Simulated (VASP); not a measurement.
# MoW3 (P4/mmm) in VASP: further runs, part 2 of 2

VASP 6.6.1.

## 4. Relaxation of cell and atoms, PBE

This run uses another cell than the first one, of 17.49 Å³/atom.

INCAR reads:

```
PREC = Accurate
ENCUT = 600
EDIFF = 1E-7
ISMEAR = 0
SIGMA = 0.1
LREAL = False
LASPH = True
NELM = 60
ALGO = Normal
ISIF = 3
LWAVE = False
LCHARG = False
GGA = PE
IBRION = 2
NSW = 90
EDIFFG = -0.04
```

KPOINTS reads:

```
regular mesh
0
Gamma
  4 4 6
```

POSCAR reads:

```
MoW3
1.0
    4.6254364800      0.0000000000      0.0000000000
    0.0000000000      4.6254364800      0.0000000000
    0.0000000000      0.0000000000      3.2706775000
Mo W
1 3
Direct
    0.0000000000      0.0000000000      0.5000000000
    0.0000000000      0.5000000000      0.0000000000
    0.5000000000      0.5000000000      0.5000000000
    0.5000000000      0.0000000000      0.0000000000
```

Potentials or basis: VASP PAW PBE potentials, release 64 (Mo_sv, W_sv).

Launch:

```bash
$ cat potpaw_PBE.64/Mo_sv/POTCAR potpaw_PBE.64/W_sv/POTCAR > POTCAR
$ mpirun -np 1 vasp_std > vasp.out
```

OUTCAR:

```text
PREC = Accurate
   ENCUT = 600
   EDIFF = 1E-7
   ISMEAR = 0
   LREAL = False
   LASPH = True
   NELM = 60
   ISIF = 3
   GGA = PE
   IBRION = 2
   NSW = 90
   EDIFFG = -0.04

 ion  position               nearest neighbor table
   1  0.000  0.000  0.500-   2 2.83   4 2.83   2 2.83   4 2.83   2 2.83   2 2.83   4 2.83   4 2.83
                             3 3.27   3 3.27   3 3.27   3 3.27
   2  0.000  0.500  0.000-   1 2.83   3 2.83   1 2.83   3 2.83   1 2.83   1 2.83   3 2.83   3 2.83
                             4 3.27   4 3.27   4 3.27   4 3.27
   3  0.500  0.500  0.500-   2 2.83   4 2.83   2 2.83   4 2.83   4 2.83   4 2.83   2 2.83   2 2.83
                             1 3.27   1 3.27   1 3.27   1 3.27
   4  0.500  0.000  0.000-   1 2.83   3 2.83   1 2.83   3 2.83   3 2.83   3 2.83   1 2.83   1 2.83
                             2 3.27   2 3.27   2 3.27   2 3.27

  LATTYP: Found a simple tetragonal cell.
 ALAT       =     4.6254364800
 C/A-ratio  =     0.7071067810

  Lattice vectors:

 A1 = (   4.6254364800,   0.0000000000,   0.0000000000)
 A2 = (   0.0000000000,   4.6254364800,   0.0000000000)
 A3 = (   0.0000000000,   0.0000000000,   3.2706775000)

Analysis of symmetry for initial positions (statically):
[... 168 lines left out ...]
--------------------------------------- Ionic step        1  -------------------------------------------

 number of electron      56.0000002 magnetization

 Free energy of the ion-electron system (eV)
  ---------------------------------------------------
  ext. energy  EPLUGINS =         0.00000000
  ---------------------------------------------------
  free energy    TOTEN  =       -49.42992219 eV

  energy without entropy =      -49.41195462  energy(sigma->0) =      -49.42093840

------------------------ aborting loop because EDIFF is reached ----------------------------------------

  FORCE on cell =-STRESS in cart. coord.  units (eV):
  Direction    XX          YY          ZZ          XY          YZ          ZX
  --------------------------------------------------------------------------------------
  -------------------------------------------------------------------------------------
  Total       -9.3039977     -9.3039977     -8.6342891      0.0000000     -0.0000000      0.0000000
  in kB     -213.0281578   -213.0281578   -197.6942341      0.0000000     -0.0000000      0.0000000
  external PRESSURE =    -207.9168499 kB  Pullay stress =       0.0000000 kB
[... 177 lines left out ...]
--------------------------------------- Ionic step        6  -------------------------------------------

 number of electron      56.0000002 magnetization

 Free energy of the ion-electron system (eV)
  ---------------------------------------------------
  ext. energy  EPLUGINS =         0.00000000
  ---------------------------------------------------
  free energy    TOTEN  =       -49.82588054 eV

  energy without entropy =      -49.80945034  energy(sigma->0) =      -49.81766544

 E-fermi :  11.5648     XC(G=0): -13.4790

 val. band max:       11.4195319797   @ k =   0.5000   0.2500   0.0000
 cond. band min:      11.5659890021   @ k =   0.2500   0.2500   0.3333
 fundamental gap:      0.1464570224
 Fermi energy:        11.5648049150

 k-point     1 :       0.0000    0.0000    0.0000
  band No.  band energies     occupation
      1     -62.7308      2.00000
      2     -62.6772      2.00000
      3     -62.5293      2.00000
      4     -49.5758      2.00000
      5     -27.4169      2.00000
      6     -27.4169      2.00000
[... 884 lines left out ...]
  FREE ENERGIE OF THE ION-ELECTRON SYSTEM (eV)
  ---------------------------------------------------
  free  energy   TOTEN  =       -49.8258805353 eV

  energy  without entropy=      -49.8094503370  energy(sigma->0) =      -49.81766544

 reached required accuracy - stopping structural energy minimisation
```

OSZICAR:

```text
N       E                     dE             d eps       ncg     rms          rms(c)
DAV:   1     0.772891036346E+03    0.77289E+03   -0.37171E+04  1584   0.214E+03
[... 68 lines left out ...]
DAV:   2    -0.498267794354E+02    0.23040E-02   -0.38576E-03  1833   0.505E-01    0.182E-01
DAV:   3    -0.498259970134E+02    0.78242E-03   -0.31039E-03  2061   0.360E-01    0.865E-02
DAV:   4    -0.498258839059E+02    0.11311E-03   -0.81541E-04  1906   0.145E-01    0.303E-02
DAV:   5    -0.498258807971E+02    0.31088E-05   -0.32008E-05  1890   0.404E-02    0.189E-02
DAV:   6    -0.498258815398E+02   -0.74270E-06   -0.94632E-06  2067   0.260E-02    0.756E-03
DAV:   7    -0.498258805853E+02    0.95451E-06   -0.35791E-06  1938   0.140E-02    0.166E-03
DAV:   8    -0.498258805353E+02    0.50004E-07   -0.16328E-07  1154   0.361E-03
   6 F= -.49825881E+02 E0= -.49817665E+02  d E =-.273593E-03
```

Run time: 5.2 min. Hardware: 1 thread of Intel Xeon 6975P-C (Granite Rapids), shared host; peak memory 0.25 GiB.

Results:

* Free energy: -49.8259 eV
* Relaxed volume: 16.08 Å³/atom
* Relaxed cell: a = 4.489 Å, b = 4.489 Å, c = 3.192 Å, α = 90.00°, β = 90.00°, γ = 90.00°
* Space group after relaxing (to 0.1 Å): P4/mmm (No. 123)
* Pressure after relaxing: 0.0 GPa
* Band gap on the k mesh: zero (bands 28 and 29 overlap by 1.48 eV)

Final structure:
```
Mo W
1.0
     4.48902    0.00000    0.00000
     0.00000    4.48902    0.00000
     0.00000    0.00000    3.19249
Mo W
1 3
Direct
  0.00000 0.00000 0.50000
  0.00000 0.50000 0.00000
  0.50000 0.50000 0.50000
  0.50000 0.00000 0.00000
```

Caveat: spin-orbit coupling is left out, which moves the levels of the heavy elements.

## 5. The runs side by side

```tsv
task	cell	cutoff (eV)	gap on the mesh (eV)	pressure (GPa)
single point	a = 4.488, b = 4.488, c = 3.188 Å, 4 atoms	520	none	0.5
single point	a = 4.625, b = 4.625, c = 3.271 Å, 4 atoms	520	none	-20.8
relaxation of cell and atoms	relaxed from a = 4.625, b = 4.625, c = 3.271 Å, 4 atoms	600	none	0.0
```

Alike in all rows: level PBE; potentials or basis VASP PAW PBE potentials, release 64 (Mo_sv, W_sv); no spin polarisation; k mesh 4 × 4 × 6; smearing gaussian 0.1 eV.

Caveats: spin-orbit coupling is left out, which moves the levels of the heavy elements; the cell stands under tension (at least some runs).

Absolute energies hang on the potentials; compare differences alone.
